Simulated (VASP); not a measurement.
# Te2Mo in VASP: density of states with PBE

Aim: the density of states of Te2Mo with PBE.

All numbers are computed with VASP 6.6.1; they aren't measurements. Logs are shortened: lines on timing, memory, paths and dates and some standing lists are left out, and cuts for length are marked.

## (1) The cell of the first run

The cell holds a slab with vacuum, 3 atoms: a = 3.560 Å, b = 3.560 Å, c = 17.524 Å, α = 90.00°, β = 90.00°, γ = 120.00°.

## (2) Density of states, PBE

The input, POSCAR:

```
Te2Mo
1.0
    3.5602328140      0.0000000000      0.0000000000
   -1.7801164070      3.0832520603      0.0000000000
    0.0000000000      0.0000000000     17.5240578200
Te Mo
2 1
Direct
    1.2793333333      1.2666666667      1.5598554500
    1.2793333333      1.2666666667      0.7641445500
    0.9460000000      0.6000000000      0.6620000000
```

The input, INCAR.step1:

```
SYSTEM = Te2Mo
PREC = Accurate
ENCUT = 400
EDIFF = 1E-6
ISMEAR = 0
SIGMA = 0.1
LREAL = .False.
LASPH = .True.
NELM = 120
ALGO = Normal
ISIF = 2
LWAVE = .False.
LCHARG = .True.
LMAXMIX = 4
GGA = PE
NBANDS = 20
GGA_COMPAT = .False.
NEDOS = 2001
LORBIT = 11
```

The input, KPOINTS.step1:

```
Automatic mesh
0
Gamma
  6 6 1
  0 0 0
```

The input, INCAR.step2:

```
SYSTEM = Te2Mo
PREC = Accurate
ENCUT = 400
EDIFF = 1E-6
ISMEAR = -5
SIGMA = 0.1
LREAL = .False.
LASPH = .True.
NELM = 120
ALGO = Normal
ISIF = 2
LWAVE = .False.
LCHARG = .False.
LMAXMIX = 4
GGA = PE
LORBIT = 10
NBANDS = 20
NEDOS = 1001
ICHARG = 11
GGA_COMPAT = .False.
```

The input, KPOINTS.step2:

```
Automatic mesh
0
Gamma
  9 9 1
  0 0 0
```

Potentials or basis: VASP PAW PBE potentials, release 64 (Te, Mo_sv).

Launch:

```bash
> cat potpaw_PBE.64/Te/POTCAR potpaw_PBE.64/Mo_sv/POTCAR > POTCAR
> cp INCAR.step1 INCAR
> cp KPOINTS.step1 KPOINTS
> mpirun -np 1 vasp_std > vasp.out
> cp INCAR.step2 INCAR
> cp KPOINTS.step2 KPOINTS
> mpirun -np 1 vasp_std > vasp.out
```

OUTCAR:

```text
SYSTEM = Te2Mo
   PREC = Accurate
   ENCUT = 400
   EDIFF = 1E-6
   ISMEAR = -5
   LREAL = .False.
   LASPH = .True.
   NELM = 120
   ISIF = 2
   GGA = PE
   LORBIT = 10
   ICHARG = 11

 ion  position               nearest neighbor table
   1  0.279  0.267  0.560-   3 2.73   3 2.73   3 2.73   2 3.58
   2  0.279  0.267  0.764-   3 2.73   3 2.73   3 2.73   1 3.58
   3  0.946  0.600  0.662-   1 2.73   2 2.73   1 2.73   2 2.73   1 2.73   2 2.73

  LATTYP: Found a hexagonal cell.
 ALAT       =     3.5602328140
 C/A-ratio  =     4.9221662558

  Lattice vectors:

 A1 = (   3.5602328140,   0.0000000000,   0.0000000000)
 A2 = (  -1.7801164070,   3.0832520603,   0.0000000000)
 A3 = (   0.0000000000,   0.0000000000,  17.5240578200)

Analysis of symmetry for initial positions (statically):
=====================================================================
 Subroutine PRICEL returns:
 Original cell was already a primitive cell.

 Routine SETGRP: Setting up the symmetry group for a
 hexagonal supercell.

 Subroutine GETGRP returns: Found 12 space group operations
 (whereof  1 operations were pure point group operations)
 out of a pool of 24 trial point group operations.

The static configuration has the point symmetry C_1 .
 The point group associated with its full space group is D_3h.

Analysis of symmetry for dynamics (positions and initial velocities):
=====================================================================
 Subroutine PRICEL returns:
 Original cell was already a primitive cell.

 Routine SETGRP: Setting up the symmetry group for a
 hexagonal supercell.

 Subroutine GETGRP returns: Found 12 space group operations
 (whereof  1 operations were pure point group operations)
 out of a pool of 24 trial point group operations.

The dynamic configuration has the point symmetry C_1 .
 The point group associated with its full space group is D_3h.

 Subroutine INISYM returns: Found 12 space group operations
 (whereof  1 operations are pure point group operations),
 and found     1 'primitive' translations

----------------------------------------------------------------------------------------

[... 82 lines left out ...]
   NELM   =    120;   NELMIN=  2; NELMDL=  0     # of ELM steps
   EDIFF  = 0.1E-05   stopping-criterion for ELM
   LREAL  =      F    real-space projection
   EDIFFG = 0.1E-04   stopping-criterion for IOM
   NSW    =      0    number of steps for IOM
   IBRION =     -1    ionic relax: 0-MD 1-quasi-New 2-CG
   NFREE  =      0    steps in history (QN), initial steepest desc. (CG)
   ISIF   =      2    stress and relaxation
   ISYM   =      2    0-nonsym 1-usesym 2-fastsym
   POTIM  = 0.5000    time-step for ionic-motion
   TEBEG  =    0.0;   TEEND  =   0.0 temperature during run
   PSTRESS=    0.0 pullay stress
   NELECT =      26.0000    total number of electrons
   NUPDOWN=      -1.0000    fix difference up-down
   EMIN   =  10.00;   EMAX   =-10.00  energy-range for DOS
   EFERMI =   0.00;   METHOD = LEGACY
   ISMEAR =    -5;   SIGMA  =   0.10  broadening in eV -4-tet -1-fermi 0-gaus
   EFERMI_NEDOS =   21; number of points for ismear=-14 and -15
   IALGO  =     38    algorithm
   IMIX   =      4    mixing-type and parameters
     AMIX     =   0.40;   BMIX     =  1.00
     AMIX_MAG =   1.60;   BMIX_MAG =  1.00
  volume/ion in A,a.u.               =      64.12       432.71
  Fermi-wavevector in a.u.,A,eV,Ry     =   0.840153  1.587660  9.603777  0.705858
  Thomas-Fermi vector in A             =   1.954489
   LORBIT       =     10    0 simple, 1 ext, 2 COOP (PROOUT), +10 PAW based schemes
   GGA     = PE    functional components
   LHFCALC =     F    Hartree Fock is set to
   AEXX    =    0.0000 exact exchange contribution
   IVDW    =     0    specifies the selected vdW correction
   LEPSILON=     F    determine dielectric tensor
   LRPA    =     F    only Hartree local field effects (RPA)
 non-spin polarized calculation
 Fermi weights with tetrahedron method with Bloechl corrections
  energy-cutoff  :      400.00
  volume of cell :      192.36
 maximum number of plane-waves:      3516
 NGX is ok and might be reduce to    24

 number of electron      26.0000001 magnetization

 Free energy of the ion-electron system (eV)
  ---------------------------------------------------
  ext. energy  EPLUGINS =         0.00000000
  ---------------------------------------------------
  free energy    TOTEN  =       -18.01903496 eV

  energy without entropy =      -18.01903496  energy(sigma->0) =      -18.01903496

 E-fermi :   0.1144     XC(G=0):  -4.7361

 val. band max:        0.1019477114   @ k =   0.3333   0.3333   0.0000
 cond. band min:       1.1483196227   @ k =   0.3333   0.3333   0.0000
 fundamental gap:      1.0463719113
 Fermi energy:         0.1144089332

 k-point     1 :       0.0000    0.0000    0.0000
  band No.  band energies     occupation
      1     -60.5615      2.00000
      2     -34.7114      2.00000
      3     -34.6144      2.00000
      4     -34.6144      2.00000
      5     -12.4344      2.00000
      6     -11.4515      2.00000
[... 265 lines left out ...]
     19       5.3019      0.00000
     20       7.4704      0.00000

------------------------ aborting loop because EDIFF is reached ----------------------------------------

  FORCE on cell =-STRESS in cart. coord.  units (eV):
  Direction    XX          YY          ZZ          XY          YZ          ZX
  --------------------------------------------------------------------------------------
  -------------------------------------------------------------------------------------
  Total        0.0999121      0.0999121      0.6974565      0.0000000      0.0000000      0.0000000
  in kB        0.8321594      0.8321594      5.8090567      0.0000000      0.0000000      0.0000000
  external PRESSURE =       2.4911252 kB  Pullay stress =       0.0000000 kB

 VOLUME and BASIS-vectors are now :
 -----------------------------------------------------------------------------
  energy-cutoff  :      400.00
  volume of cell :      192.36
      direct lattice vectors                 reciprocal lattice vectors
     3.560232814  0.000000000  0.000000000     0.280880508  0.162166437  0.000000000
    -1.780116407  3.083252060  0.000000000     0.000000000  0.324332873  0.000000000
     0.000000000  0.000000000 17.524057820     0.000000000  0.000000000  0.057064409

 POSITION                                       TOTAL-FORCE (eV/Angst)
 -----------------------------------------------------------------------------------
      0.51979      0.82220      9.81094        -0.000000     -0.000000     -0.232482
      0.51979      0.82220     13.39091        -0.000000     -0.000000      0.232482
      2.29991      1.84995     11.60093         0.000000      0.000000      0.000000
 -----------------------------------------------------------------------------------
    total drift:                               -0.000012      0.000008     -0.000013

  FREE ENERGIE OF THE ION-ELECTRON SYSTEM (eV)
  ---------------------------------------------------
  free  energy   TOTEN  =       -18.0190349567 eV

  energy  without entropy=      -18.0190349567  energy(sigma->0) =      -18.01903496

 total charge

# of ion       s       p       d       tot
------------------------------------------
    1        1.383   1.979   0.059   3.422
    2        1.383   1.979   0.059   3.422
    3        2.253   6.144   3.970  12.368
--------------------------------------------------
tot          5.019  10.103   4.089  19.212
```

OUTCAR.step1:

```text
SYSTEM = Te2Mo
   PREC = Accurate
   ENCUT = 400
   EDIFF = 1E-6
   ISMEAR = 0
   LREAL = .False.
   LASPH = .True.
[... 374 lines left out ...]
    total drift:                                0.000000      0.000000     -0.000013

  FREE ENERGIE OF THE ION-ELECTRON SYSTEM (eV)
  ---------------------------------------------------
  free  energy   TOTEN  =       -18.0170004242 eV

  energy  without entropy=      -18.0170004242  energy(sigma->0) =      -18.01700042

 total charge

# of ion       s       p       d       tot
------------------------------------------
    1        1.383   1.980   0.059   3.422
    2        1.383   1.980   0.059   3.422
    3        2.253   6.145   3.970  12.367
--------------------------------------------------
tot          5.019  10.104   4.089  19.212
```

Run time: 34 s. Hardware: 1 thread of AMD EPYC 9R45 (Zen 5), shared host; peak memory 0.2 GiB.

Results:

* Valence electrons inside the program's atomic spheres: Te 3.42; Mo 12.37

Caveat: spin-orbit coupling is left out, which moves the levels of the heavy elements.
